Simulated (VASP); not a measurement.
# SnTe (CsCl type) (Pm-3m) in VASP: relaxation of cell and atoms with PBE

Aim: the relaxation of cell and atoms of SnTe (CsCl type) with PBE.

Program: VASP 6.6.1. These are calculated values, not measurements. Logs are shortened: lines on timing, memory, paths and dates and some standing lists are left out, and cuts for length are marked.

### 1 The cell of the first run

It takes space group Pm-3m (No. 221, cubic). Conventional cell: a = 3.703 Å, b = 3.703 Å, c = 3.703 Å, α = 90.00°, β = 90.00°, γ = 90.00°. Sn (site symmetry m-3m) has 8 Te at 3.21 Å and 6 Sn at 3.70 Å within 4.2 Å. Te (site symmetry m-3m) has 8 Sn at 3.21 Å and 6 Te at 3.70 Å within 4.2 Å.

### 2 Relaxation of cell and atoms, PBE, target pressure 8.5 GPa, at which the enthalpy is minimised

File INCAR:

```
ALGO = Normal
EDIFF = 1E-6
EDIFFG = -0.005
ENCUT = 600
GGA = PE
IBRION = 2
ISIF = 3
ISMEAR = -1
LASPH = T
LCHARG = F
LREAL = F
LWAVE = F
NELM = 100
NSW = 32
PREC = Accurate
PSTRESS = 85.0
SIGMA = 0.1
```

File KPOINTS:

```
k-points
0
Gamma
  12 12 12
```

File POSCAR:

```
SnTe
1.0
    3.7034227674      0.0000000000      0.0000000000
    0.0000000000      3.7034227674      0.0000000000
    0.0000000000      0.0000000000      3.7034227674
Sn Te
1 1
Direct
    0.0000000000      0.0000000000      0.0000000000
    0.5000000000      0.5000000000      0.5000000000
```

Potentials or basis: VASP PAW PBE potentials, release 64 (Sn_d, Te).

On the command line:

```
cat potpaw_PBE.64/Sn_d/POTCAR potpaw_PBE.64/Te/POTCAR > POTCAR
mpirun -np 1 vasp_std > vasp.out
```

OUTCAR:

```text
EDIFF = 1E-6
   EDIFFG = -0.005
   ENCUT = 600
   GGA = PE
   IBRION = 2
   ISIF = 3
   ISMEAR = -1
   LASPH = T
   LREAL = F
   NELM = 100
   NSW = 32
   PREC = Accurate
   PSTRESS = 85.0

 ion  position               nearest neighbor table
   1  0.000  0.000  0.000-   2 3.21   2 3.21   2 3.21   2 3.21   2 3.21   2 3.21   2 3.21   2 3.21

   2  0.500  0.500  0.500-   1 3.21   1 3.21   1 3.21   1 3.21   1 3.21   1 3.21   1 3.21   1 3.21

  LATTYP: Found a simple cubic cell.
 ALAT       =     3.7034227674

  Lattice vectors:

 A1 = (   3.7034227674,   0.0000000000,   0.0000000000)
 A2 = (   0.0000000000,   3.7034227674,   0.0000000000)
 A3 = (   0.0000000000,   0.0000000000,   3.7034227674)

Analysis of symmetry for initial positions (statically):
=====================================================================
 Subroutine PRICEL returns:
 Original cell was already a primitive cell.

 Routine SETGRP: Setting up the symmetry group for a
 simple cubic supercell.

 Subroutine GETGRP returns: Found 48 space group operations
 (whereof 48 operations were pure point group operations)
 out of a pool of 48 trial point group operations.

The static configuration has the point symmetry O_h .

Analysis of symmetry for dynamics (positions and initial velocities):
=====================================================================
 Subroutine PRICEL returns:
 Original cell was already a primitive cell.

 Routine SETGRP: Setting up the symmetry group for a
 simple cubic supercell.

 Subroutine GETGRP returns: Found 48 space group operations
 (whereof 48 operations were pure point group operations)
 out of a pool of 48 trial point group operations.

The dynamic configuration has the point symmetry O_h .

 Subroutine INISYM returns: Found 48 space group operations
 (whereof 48 operations are pure point group operations),
 and found     1 'primitive' translations

----------------------------------------------------------------------------------------

                                     Primitive cell

  volume of cell :      50.7937

  direct lattice vectors                    reciprocal lattice vectors
     3.703422767  0.000000000  0.000000000     0.270020482  0.000000000  0.000000000
     0.000000000  3.703422767  0.000000000     0.000000000  0.270020482  0.000000000
     0.000000000  0.000000000  3.703422767     0.000000000  0.000000000  0.270020482

  length of vectors
     3.703422767  3.703422767  3.703422767     0.270020482  0.270020482  0.270020482

  position of ions in fractional coordinates (direct lattice)
     0.000000000  0.000000000  0.000000000
     0.500000000  0.500000000  0.500000000

  ion indices of the primitive-cell ions
   primitive index   ion index
                 1           1
                 2           2

----------------------------------------------------------------------------------------

 KPOINTS: k-points

Automatic generation of k-mesh.
 Grid dimensions read from file:
 generate k-points for:   12   12   12

 Generating k-lattice:

  Cartesian coordinates                     Fractional coordinates (reciprocal lattice)
     0.022501707  0.000000000  0.000000000     0.083333333  0.000000000  0.000000000
     0.000000000  0.022501707  0.000000000     0.000000000  0.083333333  0.000000000
     0.000000000  0.000000000  0.022501707     0.000000000  0.000000000  0.083333333

  Length of vectors
     0.022501707  0.022501707  0.022501707

  Shift w.r.t. Gamma in fractional coordinates (k-lattice)
     0.000000000  0.000000000  0.000000000

 Subroutine IBZKPT returns following result:
 ===========================================

 Found     84 irreducible k-points:

 Following reciprocal coordinates:
            Coordinates               Weight
  0.000000  0.000000  0.000000      1.000000
  0.083333  0.000000  0.000000      6.000000
  0.166667  0.000000  0.000000      6.000000
  0.250000  0.000000  0.000000      6.000000
  0.333333  0.000000  0.000000      6.000000
  0.416667  0.000000  0.000000      6.000000
[... 16 lines left out ...]
  0.333333  0.333333  0.000000     12.000000
  0.416667  0.333333  0.000000     24.000000
 [... further k-points ...]
   k-points           NKPTS =     84   k-points in BZ     NKDIM =     84   number of bands    NBANDS=     14
   number of dos      NEDOS =    301   number of ions     NIONS =      2
   total plane-waves  NPLWV =  27000
   dimension x,y,z NGX =    30 NGY =   30 NGZ =   30
   dimension x,y,z NGXF=    60 NGYF=   60 NGZF=   60
   ions per type =               1   1
   NGX,Y,Z   is equivalent  to a cutoff of  13.47, 13.47, 13.47 a.u.
   NGXF,Y,Z  is equivalent  to a cutoff of  26.93, 26.93, 26.93 a.u.
 SYSTEM =  unknown system
   PREC   = accura    normal or accurate (medium, high low for compatibility)
   ISTART =      0    job   : 0-new  1-cont  2-samecut
   ICHARG =      2    charge: 1-file 2-atom 10-const
   ISPIN  =      1    spin polarized calculation?
   LNONCOLLINEAR =      F non collinear calculations
   LSORBIT =      F    spin-orbit coupling
   LASPH  =      T    aspherical Exc in radial PAW
   ENCUT  =  600.0 eV  44.10 Ry    6.64 a.u.   7.40  7.40  7.40*2*pi/ulx,y,z
   NELM   =    100;   NELMIN=  2; NELMDL= -5     # of ELM steps
   EDIFF  = 0.1E-05   stopping-criterion for ELM
   LREAL  =      F    real-space projection
   EDIFFG = -.5E-02   stopping-criterion for IOM
   NSW    =     32    number of steps for IOM
   IBRION =      2    ionic relax: 0-MD 1-quasi-New 2-CG
   NFREE  =      1    steps in history (QN), initial steepest desc. (CG)
   ISIF   =      3    stress and relaxation
   ISYM   =      2    0-nonsym 1-usesym 2-fastsym
   POTIM  = 0.5000    time-step for ionic-motion
   TEBEG  =    0.0;   TEEND  =   0.0 temperature during run
   PSTRESS=   85.0 pullay stress
   NELECT =      20.0000    total number of electrons
   NUPDOWN=      -1.0000    fix difference up-down
   EMIN   =  10.00;   EMAX   =-10.00  energy-range for DOS
   EFERMI =   0.00;   METHOD = LEGACY
   ISMEAR =    -1;   SIGMA  =   0.10  broadening in eV -4-tet -1-fermi 0-gaus
   EFERMI_NEDOS =   21; number of points for ismear=-14 and -15
   IALGO  =     38    algorithm
   IMIX   =      4    mixing-type and parameters
     AMIX     =   0.40;   BMIX     =  1.00
     AMIX_MAG =   1.60;   BMIX_MAG =  1.00
  volume/ion in A,a.u.               =      25.40       171.39
  Fermi-wavevector in a.u.,A,eV,Ry     =   1.199909  2.267499 19.589408  1.439781
  Thomas-Fermi vector in A             =   2.335759
   LORBIT       =      0    0 simple, 1 ext, 2 COOP (PROOUT), +10 PAW based schemes
   GGA     = PE    functional components
   LHFCALC =     F    Hartree Fock is set to
   AEXX    =    0.0000 exact exchange contribution
   IVDW    =     0    specifies the selected vdW correction
   LEPSILON=     F    determine dielectric tensor
   LRPA    =     F    only Hartree local field effects (RPA)
 conjugate gradient relaxation of ions
 non-spin polarized calculation
  energy-cutoff  :      600.00
  volume of cell :       50.79
 maximum number of plane-waves:      1743
 NGX is ok and might be reduce to    30
   NGX = 15   NGY = 15   NGZ = 15

 number of electron      19.9999990 magnetization

 Free energy of the ion-electron system (eV)
  ---------------------------------------------------
  ext. energy  EPLUGINS =         0.00000000
  ---------------------------------------------------
  free energy    TOTEN  =        -6.91420186 eV

  energy without entropy =       -6.87048055  energy(sigma->0) =       -6.89234120

 E-fermi :   9.1430     XC(G=0): -10.6165

 val. band max:        9.1370547293   @ k =   0.5000   0.2500   0.0000
 cond. band min:       9.1666979923   @ k =   0.4167   0.4167   0.2500
 fundamental gap:      0.0296432630
 Fermi energy:         9.1430154137

 k-point     1 :       0.0000    0.0000    0.0000
  band No.  band energies     occupation
      1     -12.4939      2.00000
      2     -12.4939      2.00000
      3     -12.4315      2.00000
      4     -12.4315      2.00000
      5     -12.4315      2.00000
      6      -4.3854      2.00000
      7       4.3661      2.00000
      8       6.9877      2.00000
      9       6.9877      2.00000
     10       6.9877      2.00000
     11      12.3386      0.00000
     12      12.3386      0.00000
     13      15.6143      0.00000
     14      15.6143      0.00000

 k-point     2 :       0.0833    0.0000    0.0000
  band No.  band energies     occupation
      1     -12.4937      2.00000
      2     -12.4900      2.00000
      3     -12.4329      2.00000
      4     -12.4329      2.00000
      5     -12.4314      2.00000
      6      -4.3180      2.00000
      7       4.0121      2.00000
      8       7.0645      2.00000
      9       7.0645      2.00000
     10       7.0708      2.00000
     11      12.4013      0.00000
     12      12.7913      0.00000
     13      15.2218      0.00000
     14      15.3205      0.00000

 k-point     3 :       0.1667    0.0000    0.0000
  band No.  band energies     occupation
      1     -12.4931      2.00000
      2     -12.4793      2.00000
      3     -12.4368      2.00000
      4     -12.4368      2.00000
      5     -12.4312      2.00000
      6      -4.1190      2.00000
      7       3.1612      2.00000
      8       7.2910      2.00000
      9       7.2910      2.00000
     10       7.3015      2.00000
     11      12.5888      0.00000
     12      13.5946      0.00000
     13      14.5576      0.00000
     14      14.5576      0.00000

 k-point     4 :       0.2500    0.0000    0.0000
  band No.  band energies     occupation
      1     -12.4924      2.00000
      2     -12.4648      2.00000
      3     -12.4421      2.00000
      4     -12.4421      2.00000
      5     -12.4308      2.00000
      6      -3.8007      2.00000
      7       2.1371      2.00000
      8       7.6534      2.00000
      9       7.6534      2.00000
     10       7.6688      2.00000
     11      12.7954      0.00000
     12      12.8994      0.00000
     13      13.5756      0.00000
     14      13.5756      0.00000

 k-point     5 :       0.3333    0.0000    0.0000
  band No.  band energies     occupation
      1     -12.4917      2.00000
      2     -12.4503      2.00000
      3     -12.4473      2.00000
      4     -12.4473      2.00000
      5     -12.4305      2.00000
      6      -3.3958      2.00000
      7       1.1520      2.00000
      8       8.1175      1.99993
      9       8.1175      1.99993
     10       8.1777      1.99987
     11      11.6582      0.00000
[... 276 lines left out ...]
 k-point    22 :       0.5000    0.2500    0.0000
  band No.  band energies     occupation
      1     -12.4726      2.00000
      2     -12.4696      2.00000
      3     -12.4503      2.00000
      4     -12.4391      2.00000
      5     -12.4225      2.00000
      6      -2.3084      2.00000
      7       0.7609      2.00000
      8       5.2986      2.00000
      9       6.3937      2.00000
     10       9.1371      1.02979
     11      11.9531      0.00000
     12      12.0288      0.00000
     13      12.6220      0.00000
     14      16.4804      0.00000

 k-point    23 :       0.3333    0.3333    0.0000
  band No.  band energies     occupation
      1     -12.4708      2.00000
      2     -12.4692      2.00000
      3     -12.4451      2.00000
      4     -12.4439      2.00000
      5     -12.4253      2.00000
      6      -2.4873      2.00000
      7       1.6568      2.00000
      8       3.9493      2.00000
      9       6.7563      2.00000
     10       8.9225      1.80147
     11      11.4351      0.00000
     12      12.6525      0.00000
     13      13.8437      0.00000
     14      16.3628      0.00000

 k-point    24 :       0.4167    0.3333    0.0000
  band No.  band energies     occupation
      1     -12.4759      2.00000
      2     -12.4671      2.00000
      3     -12.4480      2.00000
      4     -12.4438      2.00000
      5     -12.4163      2.00000
      6      -2.1505      2.00000
      7       1.4567      2.00000
      8       3.9903      2.00000
      9       5.7249      2.00000
     10       9.1977      0.73317
     11      12.0553      0.00000
     12      12.5120      0.00000
     13      13.4496      0.00000
     14      16.3369      0.00000

 [... further k-points ...]

------------------------ aborting loop because EDIFF is reached ----------------------------------------

  FORCE on cell =-STRESS in cart. coord.  units (eV):
  Direction    XX          YY          ZZ          XY          YZ          ZX
  --------------------------------------------------------------------------------------
  -------------------------------------------------------------------------------------
  Total        2.6854110      2.6854110      2.6854110      0.0000000     -0.0000000      0.0000000
  in kB       84.7054714     84.7054714     84.7054714      0.0000000     -0.0000000      0.0000000
  external PRESSURE =      -0.2945286 kB  Pullay stress =      85.0000000 kB

 VOLUME and BASIS-vectors are now :
 -----------------------------------------------------------------------------
  energy-cutoff  :      600.00
  volume of cell :       50.79
      direct lattice vectors                 reciprocal lattice vectors
     3.703422767  0.000000000  0.000000000     0.270020482  0.000000000  0.000000000
     0.000000000  3.703422767  0.000000000     0.000000000  0.270020482  0.000000000
     0.000000000  0.000000000  3.703422767     0.000000000  0.000000000  0.270020482

 POSITION                                       TOTAL-FORCE (eV/Angst)
 -----------------------------------------------------------------------------------
      0.00000      0.00000      0.00000         0.000000      0.000000      0.000000
      1.85171      1.85171      1.85171         0.000000      0.000000      0.000000
 -----------------------------------------------------------------------------------
    total drift:                               -0.000000     -0.000000     -0.000000

  FREE ENERGIE OF THE ION-ELECTRON SYSTEM (eV)
  ---------------------------------------------------
  free  energy   TOTEN  =        -6.9142018572 eV

  energy  without entropy=       -6.8704805519  energy(sigma->0) =       -6.89234120

  enthalpy is  TOTEN    =        -4.2194534758 eV   P V=        2.6947483814

 reached required accuracy - stopping structural energy minimisation
```

Wall time 24 s (1 thread of AMD EPYC 9R45 (Zen 5), shared host); peak memory 0.2 GiB.

What came out:

```
Free energy             : -6.9142 eV
Pressure after relaxing : 8.5 GPa
Band gap on the k mesh  : zero (bands 10 and 11 overlap by 2.73 eV)
```

Final structure:
```cif
data_structure
_symmetry_space_group_name_H-M 'P 1'
_symmetry_Int_Tables_number 1
_cell_length_a 3.7034
_cell_length_b 3.7034
_cell_length_c 3.7034
_cell_angle_alpha 90.000
_cell_angle_beta 90.000
_cell_angle_gamma 90.000
_cell_volume 50.79
loop_
_atom_site_label
_atom_site_type_symbol
_atom_site_fract_x
_atom_site_fract_y
_atom_site_fract_z
_atom_site_occupancy
Sn1 Sn 0.00000 0.00000 0.00000 1
Te1 Te 0.50000 0.50000 0.50000 1
```

Caveat: the relaxation stopped at its first step, so nothing moved; the cell is relaxed towards a set pressure, so the run minimises the enthalpy, not the energy; spin-orbit coupling is left out, which moves the levels of the heavy elements.
